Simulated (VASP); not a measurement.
# C6O in VASP: single point with PBE+D3(BJ)

Aim: the single point of C6O with PBE+D3(BJ).

Program: VASP 6.6.1. These are calculated values, not measurements. Logs are shortened: lines on timing, memory, paths and dates and some standing lists are left out, and cuts for length are marked.

## Step 1: The cell of the first run

The cell holds a slab with vacuum, 7 atoms: a = 2.465 Å, b = 2.465 Å, c = 25.749 Å, α = 90.00°, β = 90.00°, γ = 60.00°.

## Step 2: Single point, PBE+D3(BJ), collinear spin, ferromagnetic start

INCAR reads:

```
  PREC = Accurate
  ENCUT = 520
  EDIFF = 1E-6
  ISMEAR = 0
  SIGMA = 0.05
  LREAL = F
  LASPH = T
  NELM = 150
  ALGO = Normal
  ISIF = 2
  LWAVE = F
  LCHARG = T
  ISPIN = 2
  MAGMOM = 0 0 0 0 0 0 2
  LORBIT = 11
  LDIPOL = T
  IDIPOL = 3
  DIPOL = 0.5 0.5 0.485
  GGA = PE
  IVDW = 12
  LELF = T
  LVHAR = T
  LVACPOTAV = T
  NBANDS = 28
```

KPOINTS reads:

```
Automatic mesh
0
Gamma
  12 12 1
```

POSCAR reads:

```
C6O
1.0
    2.4649373942      0.0000000000      0.0000000000
    1.2324826688      2.1346903355      0.0000000000
    0.0000000000      0.0000000000     25.7486607930
C O
6 1
Direct
    0.1656238015      0.1656238015      0.3301142559
    0.4989565371      0.4989565371      0.3301441472
    0.4985286593      0.4985286593      0.4606334028
    0.8318473918      0.8318473918      0.4606704746
    0.9990195741      0.9990195741      0.5885273742
    0.3283521722      0.3283521722      0.5885124887
    1.1636723240      0.1636723240      0.6368588677
```

Potentials or basis: VASP PAW PBE potentials, release 64 (C, O).

The run is started by

```console
$ cat potpaw_PBE.64/C/POTCAR potpaw_PBE.64/O/POTCAR > POTCAR
$ mpirun -np 1 vasp_std > vasp.out
```

OUTCAR:

```text
PREC = Accurate
   ENCUT = 520
   EDIFF = 1E-6
   ISMEAR = 0
   LREAL = F
   LASPH = T
   NELM = 150
   ISIF = 2
   ISPIN = 2
   LORBIT = 11
   GGA = PE
   IVDW = 12
 IVDW          = 12

 ion  position               nearest neighbor table
   1  0.166  0.166  0.330-   2 1.42   2 1.42   2 1.42
   2  0.499  0.499  0.330-   1 1.42   1 1.42   1 1.42
   3  0.499  0.499  0.461-   4 1.42   4 1.42   4 1.42
   4  0.832  0.832  0.461-   3 1.42   3 1.42   3 1.42
   5  0.999  0.999  0.589-   6 1.41   7 1.43   6 1.43   6 1.43
   6  0.328  0.328  0.589-   5 1.41   7 1.43   5 1.43   5 1.43
   7  0.164  0.164  0.637-   5 1.43   6 1.43

  LATTYP: Found a hexagonal cell.
 ALAT       =     2.4649373942
 C/A-ratio  =    10.4459694812

  Lattice vectors:

 A1 = (  -1.2324826688,  -2.1346903355,   0.0000000000)
 A2 = (   2.4649373942,   0.0000000000,   0.0000000000)
 A3 = (   0.0000000000,   0.0000000000,  25.7486607930)

Analysis of symmetry for initial positions (statically):
=====================================================================
 Subroutine PRICEL returns:
 Original cell was already a primitive cell.

 Routine SETGRP: Setting up the symmetry group for a
 hexagonal supercell.

 Subroutine GETGRP returns: Found  2 space group operations
 (whereof  2 operations were pure point group operations)
 out of a pool of 24 trial point group operations.

The static configuration has the point symmetry C_1h.

Analysis of symmetry for dynamics (positions and initial velocities):
=====================================================================
 Subroutine PRICEL returns:
 Original cell was already a primitive cell.

 Routine SETGRP: Setting up the symmetry group for a
 hexagonal supercell.

 Subroutine GETGRP returns: Found  2 space group operations
 (whereof  2 operations were pure point group operations)
 out of a pool of 24 trial point group operations.

The dynamic configuration has the point symmetry C_1h.

Analysis of structural, dynamic, and magnetic symmetry:
=====================================================================
 Subroutine PRICEL returns:
 Original cell was already a primitive cell.

 Routine SETGRP: Setting up the symmetry group for a
 hexagonal supercell.

 Subroutine GETGRP returns: Found  2 space group operations
 (whereof  2 operations were pure point group operations)
 out of a pool of 24 trial point group operations.

The overall configuration has the point symmetry C_1h.

 Subroutine INISYM returns: Found  2 space group operations
 (whereof  2 operations are pure point group operations),
 and found     1 'primitive' translations

----------------------------------------------------------------------------------------

                                     Primitive cell

  volume of cell :     135.4863

  direct lattice vectors                    reciprocal lattice vectors
     2.464937394  0.000000000  0.000000000     0.405689817 -0.234228665  0.000000000
     1.232482669  2.134690336  0.000000000     0.000000000  0.468452020  0.000000000
     0.000000000  0.000000000 25.748660793     0.000000000  0.000000000  0.038836971

  length of vectors
     2.464937394  2.464937394 25.748660793     0.468452020  0.468452020  0.038836971

  position of ions in fractional coordinates (direct lattice)
     0.165623801  0.165623801  0.330114256
     0.498956537  0.498956537  0.330144147
     0.498528659  0.498528659  0.460633403
     0.831847392  0.831847392  0.460670475
     0.999019574  0.999019574  0.588527374
     0.328352172  0.328352172  0.588512489
     0.163672324  0.163672324  0.636858868

  ion indices of the primitive-cell ions
   primitive index   ion index
                 1           1
                 2           2
                 3           3
                 4           4
                 5           5
                 6           6
                 7           7

----------------------------------------------------------------------------------------

 KPOINTS: Automatic mesh

Automatic generation of k-mesh.
[... 50 lines left out ...]
   total plane-waves  NPLWV =  62208
   dimension x,y,z NGX =    18 NGY =   18 NGZ =  192
   dimension x,y,z NGXF=    36 NGYF=   36 NGZF=  384
   ions per type =               6   1
   NGX,Y,Z   is equivalent  to a cutoff of  12.14, 12.14, 12.40 a.u.
   NGXF,Y,Z  is equivalent  to a cutoff of  24.28, 24.28, 24.79 a.u.
 SYSTEM =  unknown system
   PREC   = accura    normal or accurate (medium, high low for compatibility)
   ISTART =      0    job   : 0-new  1-cont  2-samecut
   ICHARG =      2    charge: 1-file 2-atom 10-const
   ISPIN  =      2    spin polarized calculation?
   LNONCOLLINEAR =      F non collinear calculations
   LSORBIT =      F    spin-orbit coupling
   LASPH  =      T    aspherical Exc in radial PAW
   ENCUT  =  520.0 eV  38.22 Ry    6.18 a.u.   4.58  4.58 47.88*2*pi/ulx,y,z
   NELM   =    150;   NELMIN=  2; NELMDL= -5     # of ELM steps
   EDIFF  = 0.1E-05   stopping-criterion for ELM
   LREAL  =      F    real-space projection
   EDIFFG = 0.1E-04   stopping-criterion for IOM
   NSW    =      0    number of steps for IOM
   IBRION =     -1    ionic relax: 0-MD 1-quasi-New 2-CG
   NFREE  =      0    steps in history (QN), initial steepest desc. (CG)
   ISIF   =      2    stress and relaxation
   ISYM   =      2    0-nonsym 1-usesym 2-fastsym
   POTIM  = 0.5000    time-step for ionic-motion
   TEBEG  =    0.0;   TEEND  =   0.0 temperature during run
   PSTRESS=    0.0 pullay stress
   NELECT =      30.0000    total number of electrons
   NUPDOWN=      -1.0000    fix difference up-down
   EMIN   =  10.00;   EMAX   =-10.00  energy-range for DOS
   EFERMI =   0.00;   METHOD = LEGACY
   ISMEAR =     0;   SIGMA  =   0.05  broadening in eV -4-tet -1-fermi 0-gaus
   EFERMI_NEDOS =   21; number of points for ismear=-14 and -15
   IALGO  =     38    algorithm
   IMIX   =      4    mixing-type and parameters
     AMIX     =   0.40;   BMIX     =  1.00
     AMIX_MAG =   1.60;   BMIX_MAG =  1.00
  volume/ion in A,a.u.               =      19.36       130.62
  Fermi-wavevector in a.u.,A,eV,Ry     =   0.990414  1.871611 13.346226  0.980920
  Thomas-Fermi vector in A             =   2.122083
   LORBIT       =     11    0 simple, 1 ext, 2 COOP (PROOUT), +10 PAW based schemes
   GGA     = PE    functional components
   LHFCALC =     F    Hartree Fock is set to
   AEXX    =    0.0000 exact exchange contribution
   IVDW    =    12    specifies the selected vdW correction
   LEPSILON=     F    determine dielectric tensor
   LRPA    =     F    only Hartree local field effects (RPA)
 spin polarized calculation
 Gauss-broadening in eV      SIGMA  =   0.05
  energy-cutoff  :      520.00
  volume of cell :      135.49
 maximum number of plane-waves:      3696
   NGX =  9   NGY =  9   NGZ = 95

 number of electron      29.9999998 magnetization       0.0090290

 dipolmoment           0.000000      0.000000      0.089643 electrons x Angstroem

 Free energy of the ion-electron system (eV)
  ---------------------------------------------------
  ext. energy  EPLUGINS =         0.00000000
  ---------------------------------------------------
  free energy    TOTEN  =       -58.99168354 eV

  energy without entropy =      -58.99064615  energy(sigma->0) =      -58.99116484

 E-fermi :  -1.2095     XC(G=0):  -4.8350

 val. band max:       -1.2177961089   @ k =   0.3333   0.3333   0.0000
 cond. band min:      -1.1926664613   @ k =   0.3333   0.3333   0.0000
 fundamental gap:      0.0251296476
 Fermi energy:        -1.2095141007

 spin component 1

 k-point     1 :       0.0000    0.0000    0.0000
  band No.  band energies     occupation
      1     -26.8094      1.00000
      2     -21.0692      1.00000
      3     -20.7595      1.00000
      4     -17.4488      1.00000
      5      -9.6177      1.00000
      6      -9.0045      1.00000
[... 709 lines left out ...]
     26      10.3923      0.00000
     27      10.5541      0.00000

 [... further k-points ...]

 spin component 2

 k-point     1 :       0.0000    0.0000    0.0000
  band No.  band energies     occupation
      1     -26.8039      1.00000
      2     -21.0692      1.00000
      3     -20.7595      1.00000
      4     -17.4435      1.00000
      5      -9.6170      1.00000
      6      -9.0013      1.00000
[... 709 lines left out ...]
     26      10.3873      0.00000
     27      10.5287      0.00000

 [... further k-points ...]

 [bands above 27 left out]

------------------------ aborting loop because EDIFF is reached ----------------------------------------

 Edisp (eV)   -0.87172

 E8    (eV) :    -0.2527

  FORCE on cell =-STRESS in cart. coord.  units (eV):
  Direction    XX          YY          ZZ          XY          YZ          ZX
  --------------------------------------------------------------------------------------
  -------------------------------------------------------------------------------------
  Total      10.45582     9.18829     0.43919     1.09769     0.00109     0.00189
  in kB     123.64401   108.65501     5.19363    12.98066     0.01294     0.02241
  external pressure =       79.16 kB  Pullay stress =        0.00 kB

 VOLUME and BASIS-vectors are now :
 -----------------------------------------------------------------------------
  energy-cutoff  :      520.00
  volume of cell :      135.49
      direct lattice vectors                 reciprocal lattice vectors
     2.464937394  0.000000000  0.000000000     0.405689817 -0.234228665  0.000000000
     1.232482669  2.134690336  0.000000000     0.000000000  0.468452020  0.000000000
     0.000000000  0.000000000 25.748660793     0.000000000  0.000000000  0.038836971

 POSITION                                       TOTAL-FORCE (eV/Angst)
 -----------------------------------------------------------------------------------
      0.61238      0.35356      8.50000        -0.000399     -0.000230      0.003411
      1.84485      1.06512      8.50077         0.000394      0.000228     -0.004644
      1.84327      1.06420     11.86069        -0.000097     -0.000056      0.003989
      3.07569      1.77574     11.86165        -0.000088     -0.000051      0.004323
      3.69380      2.13260     15.15379        -0.155474     -0.089762     -0.219119
      1.21406      0.70093     15.15341         0.153846      0.088822     -0.210279
      0.60517      0.34939     16.39826         0.001818      0.001049      0.422318
 -----------------------------------------------------------------------------------
    total drift:                               -0.000477     -0.000276     -0.000294

  FREE ENERGIE OF THE ION-ELECTRON SYSTEM (eV)
  ---------------------------------------------------
  free  energy   TOTEN  =       -59.8633998086 eV

  energy  without entropy=      -59.8623624150  energy(sigma->0) =      -59.86288111

 vacuum level on the upper side and lower side of the slab         6.103         3.020

 total charge

# of ion       s       p       d       tot
------------------------------------------
    1        0.862   1.791   0.000   2.654
    2        0.864   1.786   0.000   2.649
    3        0.863   1.788   0.000   2.651
    4        0.862   1.792   0.000   2.654
    5        0.867   1.856   0.000   2.723
    6        0.867   1.856   0.000   2.723
    7        1.619   3.455   0.000   5.074
--------------------------------------------------
tot          6.804  14.325   0.000  21.129

 magnetization (x)

# of ion       s       p       d       tot
------------------------------------------
    1        0.000   0.000   0.000   0.000
    2       -0.000  -0.000   0.000  -0.000
    3       -0.000  -0.000   0.000  -0.000
    4       -0.000  -0.000   0.000  -0.000
    5       -0.000   0.000   0.000   0.000
    6       -0.000   0.000   0.000   0.000
    7        0.000   0.007   0.000   0.007
--------------------------------------------------
tot          0.000   0.008   0.000   0.008
```

It took 5.6 min on 1 thread of Intel Xeon 6975P-C (Granite Rapids), shared host; peak memory 0.43 GiB.

What came out:

| Quantity | Value |
| --- | --- |
| Free energy | -59.8634 eV |
| Largest force | 0.422 eV/Å |
| Band gap on the k mesh | zero (filled and empty bands overlap) |
| Net moment | 0.01 μB per cell |
| Valence electrons inside the program's atomic spheres | C 2.65, 2.72 (each value once); O 5.07 |
| Dispersion energy per atom | -0.125 eV |

Forces in eV/Å, atoms in the order of the input:
```
C    0.000  0.000  0.003
C    0.000  0.000 -0.005
C    0.000  0.000  0.004
C    0.000  0.000  0.004
C   -0.155 -0.090 -0.219
C    0.154  0.089 -0.210
O    0.002  0.001  0.422
```

Levels at points of the mesh, in eV from the Fermi level:
Spin up:
```tsv
k point	band 11	band 12	band 13	band 14	band 15	band 16	band 17	band 18	band 19	band 20
(0.00, 0.00, 0.00)	-3.33	-3.33	-3.07	-3.07	-1.35	3.42	3.86	5.00	6.14	7.13
(0.50, 0.00, 0.00)	-5.88	-4.24	-3.42	-2.80	-2.35	1.28	1.73	4.82	7.03	7.24
(0.50, 0.50, 0.00)	-6.45	-3.62	-2.80	-2.35	-0.07	1.28	1.73	2.93	5.59	7.05
```
Spin down:
```tsv
k point	band 13	band 14	band 15	band 16	band 17	band 18
(0.00, 0.00, 0.00)	-3.07	-3.07	-1.32	3.43	3.87	4.99
(0.50, 0.00, 0.00)	-3.40	-2.80	-2.35	1.28	1.73	4.82
(0.50, 0.50, 0.00)	-2.80	-2.35	-0.05	1.28	1.73	2.93
```

The gap in the log of VASP goes by the Fermi energy; the results here count the filled bands.